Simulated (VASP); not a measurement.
# AlRu (Pm-3m) in VASP: settings compared

AlRu is run at these levels: PBEsol, PBE; tasks: single point.

Everything below comes from runs of VASP 6.6.1. Logs are shortened: lines on timing, memory, paths and dates and some standing lists are left out, and cuts for length are marked.

## (1) The cell of the first run

It takes space group Pm-3m (No. 221, cubic). The conventional cell has a = 2.977 Å, b = 2.977 Å, c = 2.977 Å, α = 90.00°, β = 90.00°, γ = 90.00°. Al (site symmetry m-3m) has 8 Ru at 2.58 Å and 6 Al at 2.98 Å within 3.4 Å. Ru (site symmetry m-3m) has 8 Al at 2.58 Å and 6 Ru at 2.98 Å within 3.4 Å.

## (2) Single point, PBEsol

INCAR

```
SYSTEM = AlRu
PREC = Accurate ; ENCUT = 520
EDIFF = 1E-6 ; ISMEAR = -1
SIGMA = 0.1 ; LREAL = .FALSE.
LASPH = .TRUE. ; NELM = 60
ALGO = Normal ; ISIF = 2
LWAVE = .FALSE. ; LCHARG = .FALSE.
GGA = PS ; NBANDS = 16
```

KPOINTS

```
Automatic mesh
0
G
  11 11 11
  0 0 0
```

POSCAR

```
AlRu
1.0
    2.9773284133      0.0000000000      0.0000000000
    0.0000000000      2.9773284133      0.0000000000
    0.0000000000      0.0000000000      2.9773284133
Al Ru
1 1
Direct
    0.0000000000      0.0000000000      0.0000000000
    0.5000000000      0.5000000000      0.5000000000
```

Potentials or basis: VASP PAW PBE potentials, release 64 (Al, Ru_pv).

Started as:

```console
cat potpaw_PBE.64/Al/POTCAR potpaw_PBE.64/Ru_pv/POTCAR > POTCAR
mpirun -np 1 vasp_std > vasp.out
```

OUTCAR:

```text
SYSTEM = AlRu
   PREC = Accurate
   ENCUT = 520
   EDIFF = 1E-6
   ISMEAR = -1
   LREAL = .FALSE.
   LASPH = .TRUE.
   NELM = 60
   ISIF = 2
   GGA = PS

 ion  position               nearest neighbor table
   1  0.000  0.000  0.000-   2 2.58   2 2.58   2 2.58   2 2.58   2 2.58   2 2.58   2 2.58   2 2.58

   2  0.500  0.500  0.500-   1 2.58   1 2.58   1 2.58   1 2.58   1 2.58   1 2.58   1 2.58   1 2.58

  LATTYP: Found a simple cubic cell.
 ALAT       =     2.9773284133

  Lattice vectors:

 A1 = (   2.9773284133,   0.0000000000,   0.0000000000)
 A2 = (   0.0000000000,   2.9773284133,   0.0000000000)
 A3 = (   0.0000000000,   0.0000000000,   2.9773284133)

Analysis of symmetry for initial positions (statically):
=====================================================================
 Subroutine PRICEL returns:
 Original cell was already a primitive cell.

 Routine SETGRP: Setting up the symmetry group for a
 simple cubic supercell.

 Subroutine GETGRP returns: Found 48 space group operations
 (whereof 48 operations were pure point group operations)
 out of a pool of 48 trial point group operations.

The static configuration has the point symmetry O_h .

Analysis of symmetry for dynamics (positions and initial velocities):
=====================================================================
 Subroutine PRICEL returns:
 Original cell was already a primitive cell.

 Routine SETGRP: Setting up the symmetry group for a
 simple cubic supercell.

 Subroutine GETGRP returns: Found 48 space group operations
 (whereof 48 operations were pure point group operations)
 out of a pool of 48 trial point group operations.

The dynamic configuration has the point symmetry O_h .

 Subroutine INISYM returns: Found 48 space group operations
 (whereof 48 operations are pure point group operations),
 and found     1 'primitive' translations

----------------------------------------------------------------------------------------

                                     Primitive cell

  volume of cell :      26.3925

  direct lattice vectors                    reciprocal lattice vectors
     2.977328413  0.000000000  0.000000000     0.335871581  0.000000000  0.000000000
     0.000000000  2.977328413  0.000000000     0.000000000  0.335871581  0.000000000
     0.000000000  0.000000000  2.977328413     0.000000000  0.000000000  0.335871581

  length of vectors
     2.977328413  2.977328413  2.977328413     0.335871581  0.335871581  0.335871581

  position of ions in fractional coordinates (direct lattice)
     0.000000000  0.000000000  0.000000000
     0.500000000  0.500000000  0.500000000

  ion indices of the primitive-cell ions
   primitive index   ion index
                 1           1
                 2           2

----------------------------------------------------------------------------------------

 KPOINTS: Automatic mesh

Automatic generation of k-mesh.
 Grid dimensions read from file:
 generate k-points for:   11   11   11

 Generating k-lattice:

  Cartesian coordinates                     Fractional coordinates (reciprocal lattice)
     0.030533780  0.000000000  0.000000000     0.090909091  0.000000000  0.000000000
     0.000000000  0.030533780  0.000000000     0.000000000  0.090909091  0.000000000
     0.000000000  0.000000000  0.030533780     0.000000000  0.000000000  0.090909091

  Length of vectors
     0.030533780  0.030533780  0.030533780

  Shift w.r.t. Gamma in fractional coordinates (k-lattice)
     0.000000000  0.000000000  0.000000000

 Subroutine IBZKPT returns following result:
 ===========================================

 Found     56 irreducible k-points:

 Following reciprocal coordinates:
            Coordinates               Weight
  0.000000  0.000000  0.000000      1.000000
  0.090909  0.000000  0.000000      6.000000
  0.181818  0.000000  0.000000      6.000000
  0.272727  0.000000  0.000000      6.000000
  0.363636  0.000000  0.000000      6.000000
  0.454545  0.000000  0.000000      6.000000
[... 16 lines left out ...]
  0.181818  0.090909  0.090909     24.000000
  0.272727  0.090909  0.090909     24.000000
 [... further k-points ...]
   k-points           NKPTS =     56   k-points in BZ     NKDIM =     56   number of bands    NBANDS=     16
   number of dos      NEDOS =    301   number of ions     NIONS =      2
   total plane-waves  NPLWV =  13824
   dimension x,y,z NGX =    24 NGY =   24 NGZ =   24
   dimension x,y,z NGXF=    48 NGYF=   48 NGZF=   48
   ions per type =               1   1
   NGX,Y,Z   is equivalent  to a cutoff of  13.40, 13.40, 13.40 a.u.
   NGXF,Y,Z  is equivalent  to a cutoff of  26.80, 26.80, 26.80 a.u.
 SYSTEM =  AlRu
   PREC   = accura    normal or accurate (medium, high low for compatibility)
   ISTART =      0    job   : 0-new  1-cont  2-samecut
   ICHARG =      2    charge: 1-file 2-atom 10-const
   ISPIN  =      1    spin polarized calculation?
   LNONCOLLINEAR =      F non collinear calculations
   LSORBIT =      F    spin-orbit coupling
   LASPH  =      T    aspherical Exc in radial PAW
   ENCUT  =  520.0 eV  38.22 Ry    6.18 a.u.   5.54  5.54  5.54*2*pi/ulx,y,z
   NELM   =     60;   NELMIN=  2; NELMDL= -5     # of ELM steps
   EDIFF  = 0.1E-05   stopping-criterion for ELM
   LREAL  =      F    real-space projection
   EDIFFG = 0.1E-04   stopping-criterion for IOM
   NSW    =      0    number of steps for IOM
   IBRION =     -1    ionic relax: 0-MD 1-quasi-New 2-CG
   NFREE  =      0    steps in history (QN), initial steepest desc. (CG)
   ISIF   =      2    stress and relaxation
   ISYM   =      2    0-nonsym 1-usesym 2-fastsym
   POTIM  = 0.5000    time-step for ionic-motion
   TEBEG  =    0.0;   TEEND  =   0.0 temperature during run
   PSTRESS=    0.0 pullay stress
   NELECT =      17.0000    total number of electrons
   NUPDOWN=      -1.0000    fix difference up-down
   EMIN   =  10.00;   EMAX   =-10.00  energy-range for DOS
   EFERMI =   0.00;   METHOD = LEGACY
   ISMEAR =    -1;   SIGMA  =   0.10  broadening in eV -4-tet -1-fermi 0-gaus
   EFERMI_NEDOS =   21; number of points for ismear=-14 and -15
   IALGO  =     38    algorithm
   IMIX   =      4    mixing-type and parameters
     AMIX     =   0.40;   BMIX     =  1.00
     AMIX_MAG =   1.60;   BMIX_MAG =  1.00
  volume/ion in A,a.u.               =      13.20        89.05
  Fermi-wavevector in a.u.,A,eV,Ry     =   1.413832  2.671755 27.196961  1.998920
  Thomas-Fermi vector in A             =   2.535437
   LORBIT       =      0    0 simple, 1 ext, 2 COOP (PROOUT), +10 PAW based schemes
   GGA     = PS    functional components
   LHFCALC =     F    Hartree Fock is set to
   AEXX    =    0.0000 exact exchange contribution
   IVDW    =     0    specifies the selected vdW correction
   LEPSILON=     F    determine dielectric tensor
   LRPA    =     F    only Hartree local field effects (RPA)
 non-spin polarized calculation
  energy-cutoff  :      520.00
  volume of cell :       26.39
 maximum number of plane-waves:       739
 NGX is ok and might be reduce to    24
   NGX = 11   NGY = 11   NGZ = 11

 number of electron      16.9999996 magnetization

 Free energy of the ion-electron system (eV)
  ---------------------------------------------------
  ext. energy  EPLUGINS =         0.00000000
  ---------------------------------------------------
  free energy    TOTEN  =       -15.53884592 eV

  energy without entropy =      -15.48510753  energy(sigma->0) =      -15.51197673

 E-fermi :  10.8046     XC(G=0): -12.7613

 val. band max:       10.7924248709   @ k =   0.0909   0.0000   0.0000
 cond. band min:      10.8058977705   @ k =   0.3636   0.3636   0.2727
 fundamental gap:      0.0134728995
 Fermi energy:        10.8046189133

 k-point     1 :       0.0000    0.0000    0.0000
  band No.  band energies     occupation
      1     -30.9183      2.00000
      2     -30.9183      2.00000
      3     -30.9183      2.00000
      4       1.0324      2.00000
      5       7.1287      2.00000
      6       7.1287      2.00000
[... 8 lines left out ...]
     15      22.7946      0.00000
     16      26.1527      0.00000

 k-point     2 :       0.0909    0.0000    0.0000
  band No.  band energies     occupation
      1     -30.9362      2.00000
      2     -30.9168      2.00000
      3     -30.9168      2.00000
      4       1.1933      2.00000
      5       7.1853      2.00000
      6       7.1854      2.00000
[... 8 lines left out ...]
     15      22.7961      0.00000
     16      26.6569      0.00000

 k-point     3 :       0.1818    0.0000    0.0000
  band No.  band energies     occupation
      1     -30.9840      2.00000
      2     -30.9128      2.00000
      3     -30.9128      2.00000
      4       1.6636      2.00000
      5       7.2807      2.00000
      6       7.3429      2.00000
[... 8 lines left out ...]
     15      23.3042      0.00000
     16      28.2284      0.00000

 k-point     4 :       0.2727    0.0000    0.0000
  band No.  band energies     occupation
      1     -31.0461      2.00000
      2     -30.9075      2.00000
      3     -30.9075      2.00000
      4       2.4082      2.00000
      5       7.1854      2.00000
      6       7.5641      2.00000
[... 8 lines left out ...]
     15      23.8346      0.00000
     16      27.0025      0.00000

 k-point     5 :       0.3636    0.0000    0.0000
  band No.  band energies     occupation
      1     -31.1028      2.00000
      2     -30.9026      2.00000
      3     -30.9026      2.00000
      4       3.3724      2.00000
      5       6.6409      2.00000
      6       7.7851      2.00000
[... 8 lines left out ...]
     15      24.1114      0.00000
     16      25.3847      0.00000

 k-point     6 :       0.4545    0.0000    0.0000
  band No.  band energies     occupation
      1     -31.1362      2.00000
      2     -30.8997      2.00000
      3     -30.8997      2.00000
      4       4.4641      2.00000
      5       5.6915      2.00000
      6       7.9260      2.00000
[... 8 lines left out ...]
     15      24.0292      0.00000
     16      24.0292      0.00000

 k-point     7 :       0.0909    0.0909    0.0000
  band No.  band energies     occupation
      1     -30.9354      2.00000
      2     -30.9339      2.00000
      3     -30.9153      2.00000
      4       1.3522      2.00000
      5       7.2374      2.00000
      6       7.2507      2.00000
[... 8 lines left out ...]
     15      22.7960      0.00000
     16      27.0865      0.00000

 k-point     8 :       0.1818    0.0909    0.0000
  band No.  band energies     occupation
      1     -30.9823      2.00000
      2     -30.9304      2.00000
      3     -30.9113      2.00000
      4       1.8160      2.00000
      5       7.3420      2.00000
      6       7.4082      2.00000
[... 8 lines left out ...]
     15      23.6495      0.00000
     16      27.9926      0.00000

 k-point     9 :       0.2727    0.0909    0.0000
  band No.  band energies     occupation
      1     -31.0442      2.00000
      2     -30.9249      2.00000
      3     -30.9060      2.00000
      4       2.5490      2.00000
      5       7.2428      2.00000
      6       7.6283      2.00000
[... 8 lines left out ...]
     15      24.4373      0.00000
     16      26.3184      0.00000
[... 172 lines left out ...]
 k-point    19 :       0.3636    0.3636    0.0000
  band No.  band energies     occupation
      1     -31.0821      2.00000
      2     -31.0791      2.00000
      3     -30.8867      2.00000
      4       4.6121      2.00000
      5       6.8820      2.00000
      6       8.8169      2.00000
[... 8 lines left out ...]
     15      23.4846      0.00000
     16      26.1492      0.00000

 k-point    20 :       0.4545    0.3636    0.0000
  band No.  band energies     occupation
      1     -31.1128      2.00000
      2     -31.0764      2.00000
      3     -30.8837      2.00000
      4       4.7843      2.00000
      5       7.0074      2.00000
      6       9.0531      2.00000
[... 8 lines left out ...]
     15      23.5265      0.00000
     16      26.2400      0.00000

 k-point    21 :       0.4545    0.4545    0.0000
  band No.  band energies     occupation
      1     -31.1087      2.00000
      2     -31.1083      2.00000
      3     -30.8808      2.00000
      4       4.7098      2.00000
      5       7.4961      2.00000
      6       9.3398      2.00000
[... 8 lines left out ...]
     15      24.6232      0.00000
     16      25.4632      0.00000

 k-point    22 :       0.0909    0.0909    0.0909
  band No.  band energies     occupation
      1     -30.9346      2.00000
      2     -30.9323      2.00000
      3     -30.9323      2.00000
      4       1.5090      2.00000
      5       7.3050      2.00000
      6       7.3050      2.00000
[... 8 lines left out ...]
     15      22.7962      0.00000
     16      27.4918      0.00000

 k-point    23 :       0.1818    0.0909    0.0909
  band No.  band energies     occupation
      1     -30.9806      2.00000
      2     -30.9295      2.00000
      3     -30.9282      2.00000
      4       1.9662      2.00000
      5       7.4238      2.00000
      6       7.4577      2.00000
[... 8 lines left out ...]
     15      23.6786      0.00000
     16      27.6776      0.00000

 k-point    24 :       0.2727    0.0909    0.0909
  band No.  band energies     occupation
      1     -31.0423      2.00000
      2     -30.9239      2.00000
      3     -30.9228      2.00000
      4       2.6869      2.00000
      5       7.3178      2.00000
      6       7.6782      2.00000
[... 8 lines left out ...]
     15      24.7042      0.00000
     16      25.8310      0.00000

 [... further k-points ...]
[... 5 lines left out ...]
  --------------------------------------------------------------------------------------
  -------------------------------------------------------------------------------------
  Total        0.0114731      0.0114731      0.0114731     -0.0000000     -0.0000000      0.0000000
  in kB        0.6964853      0.6964853      0.6964853     -0.0000000     -0.0000000      0.0000000
  external PRESSURE =       0.6964853 kB  Pullay stress =       0.0000000 kB

 VOLUME and BASIS-vectors are now :
 -----------------------------------------------------------------------------
  energy-cutoff  :      520.00
  volume of cell :       26.39
      direct lattice vectors                 reciprocal lattice vectors
     2.977328413  0.000000000  0.000000000     0.335871581  0.000000000  0.000000000
     0.000000000  2.977328413  0.000000000     0.000000000  0.335871581  0.000000000
     0.000000000  0.000000000  2.977328413     0.000000000  0.000000000  0.335871581

 POSITION                                       TOTAL-FORCE (eV/Angst)
 -----------------------------------------------------------------------------------
      0.00000      0.00000      0.00000         0.000000      0.000000      0.000000
      1.48866      1.48866      1.48866         0.000000      0.000000      0.000000
 -----------------------------------------------------------------------------------
    total drift:                                0.000000     -0.000000     -0.000000

  FREE ENERGIE OF THE ION-ELECTRON SYSTEM (eV)
  ---------------------------------------------------
  free  energy   TOTEN  =       -15.5388459229 eV

  energy  without entropy=      -15.4851075292  energy(sigma->0) =      -15.51197673
```

Wall time 11 s (1 thread of Intel Xeon Platinum 8259CL at 2.50GHz (Skylake/Cascade Lake), shared host); peak memory 0.15 GiB.

Results:

* Free energy: -15.5388 eV
* Pressure: 0.1 GPa

Levels at points of the mesh, in eV from the Fermi level:
```
           k point  band 5  band 6  band 7  band 8  band 9  band 10  band 11  band 12  band 13  band 14
(0.00, 0.00, 0.00)   -3.68   -3.68    0.19    0.19    0.19     6.14     6.14     6.14    11.08    11.08
```

Caveat: the PAW data sets were made with another functional, which shifts forces and pressure a little.

## (3) Single point, PBE

This run uses another cell than the first one, of 13.57 Å³/atom, 1.028 times its volume.

INCAR

```
SYSTEM = AlRu
PREC = Accurate ; ENCUT = 520
EDIFF = 1E-6 ; ISMEAR = -1
SIGMA = 0.1 ; LREAL = .False.
LASPH = .True. ; NELM = 60
ALGO = Normal ; ISIF = 2
LWAVE = .False. ; LCHARG = .False.
GGA = PE ; NBANDS = 16
```

KPOINTS

```
Automatic mesh
0
Gamma
  11 11 11
  0 0 0
```

POSCAR

```
AlRu
1.0
    3.0049960778      0.0000000000      0.0000000000
    0.0000000000      3.0049960778      0.0000000000
    0.0000000000      0.0000000000      3.0049960778
Al Ru
1 1
Direct
    0.0000000000      0.0000000000      0.0000000000
    0.5000000000      0.5000000000      0.5000000000
```

Potentials or basis: VASP PAW PBE potentials, release 64 (Al, Ru_pv).

Started as:

```console
cat potpaw_PBE.64/Al/POTCAR potpaw_PBE.64/Ru_pv/POTCAR > POTCAR
mpirun -np 1 vasp_std > vasp.out
```

OUTCAR:

```text
SYSTEM = AlRu
   PREC = Accurate
   ENCUT = 520
   EDIFF = 1E-6
   ISMEAR = -1
   LREAL = .False.
   LASPH = .True.
   NELM = 60
   ISIF = 2
   GGA = PE

 ion  position               nearest neighbor table
   1  0.000  0.000  0.000-   2 2.60   2 2.60   2 2.60   2 2.60   2 2.60   2 2.60   2 2.60   2 2.60

   2  0.500  0.500  0.500-   1 2.60   1 2.60   1 2.60   1 2.60   1 2.60   1 2.60   1 2.60   1 2.60

  LATTYP: Found a simple cubic cell.
 ALAT       =     3.0049960778

  Lattice vectors:

[... 626 lines left out ...]
      3     -31.2413      2.00000
      4       2.5490      2.00000
      5       7.1721      2.00000
      6       7.5583      2.00000
[... 8 lines left out ...]
     15      24.1974      0.00000
     16      25.2824      0.00000

 [... further k-points ...]
[... 5 lines left out ...]
  --------------------------------------------------------------------------------------
  -------------------------------------------------------------------------------------
  Total       -0.0017985     -0.0017985     -0.0017985      0.0000000      0.0000000     -0.0000000
  in kB       -0.1061930     -0.1061930     -0.1061930      0.0000000      0.0000000     -0.0000000
  external PRESSURE =      -0.1061930 kB  Pullay stress =       0.0000000 kB

 VOLUME and BASIS-vectors are now :
 -----------------------------------------------------------------------------
  energy-cutoff  :      520.00
  volume of cell :       27.14
      direct lattice vectors                 reciprocal lattice vectors
     3.004996078  0.000000000  0.000000000     0.332779137  0.000000000  0.000000000
     0.000000000  3.004996078  0.000000000     0.000000000  0.332779137  0.000000000
     0.000000000  0.000000000  3.004996078     0.000000000  0.000000000  0.332779137

 POSITION                                       TOTAL-FORCE (eV/Angst)
 -----------------------------------------------------------------------------------
      0.00000      0.00000      0.00000         0.000000      0.000000      0.000000
      1.50250      1.50250      1.50250         0.000000      0.000000      0.000000
 -----------------------------------------------------------------------------------
    total drift:                                0.000000     -0.000000     -0.000000

  FREE ENERGIE OF THE ION-ELECTRON SYSTEM (eV)
  ---------------------------------------------------
  free  energy   TOTEN  =       -14.2797727356 eV

  energy  without entropy=      -14.2238796269  energy(sigma->0) =      -14.25182618
```

OSZICAR:

```text
N       E                     dE             d eps       ncg     rms          rms(c)
DAV:   1     0.117235192671E+03    0.11724E+03   -0.90395E+03  1824   0.985E+02
DAV:   2    -0.130274749153E+02   -0.13026E+03   -0.12441E+03  2096   0.294E+02
DAV:   3    -0.149329650390E+02   -0.19055E+01   -0.18983E+01  2264   0.370E+01
DAV:   4    -0.149469145800E+02   -0.13950E-01   -0.13922E-01  2304   0.333E+00
DAV:   5    -0.149471073698E+02   -0.19279E-03   -0.19278E-03  2112   0.379E-01    0.119E+01
DAV:   6    -0.143663839538E+02    0.58072E+00   -0.22880E+00  1960   0.163E+01    0.232E+00
DAV:   7    -0.142949506051E+02    0.71433E-01   -0.18566E-01  1928   0.475E+00    0.198E+00
DAV:   8    -0.142799246092E+02    0.15026E-01   -0.17905E-02  2120   0.104E+00    0.192E-01
DAV:   9    -0.142797797412E+02    0.14487E-03   -0.25412E-04  2224   0.129E-01    0.123E-01
DAV:  10    -0.142797743184E+02    0.54227E-05   -0.25029E-05  2000   0.545E-02    0.508E-03
DAV:  11    -0.142797732241E+02    0.10943E-05   -0.86143E-07  1776   0.102E-02    0.376E-03
DAV:  12    -0.142797727356E+02    0.48852E-06   -0.51592E-08  1072   0.237E-03
   1 F= -.14279773E+02 E0= -.14251826E+02  d E =-.558931E-01
```

Run time: 11 s. Hardware: 1 thread of Intel Xeon Platinum 8259CL at 2.50GHz (Skylake/Cascade Lake), shared host; peak memory 0.15 GiB.

Results:

| Property | Result |
| --- | --- |
| Free energy | -14.2798 eV |
| Pressure | 0.0 GPa |
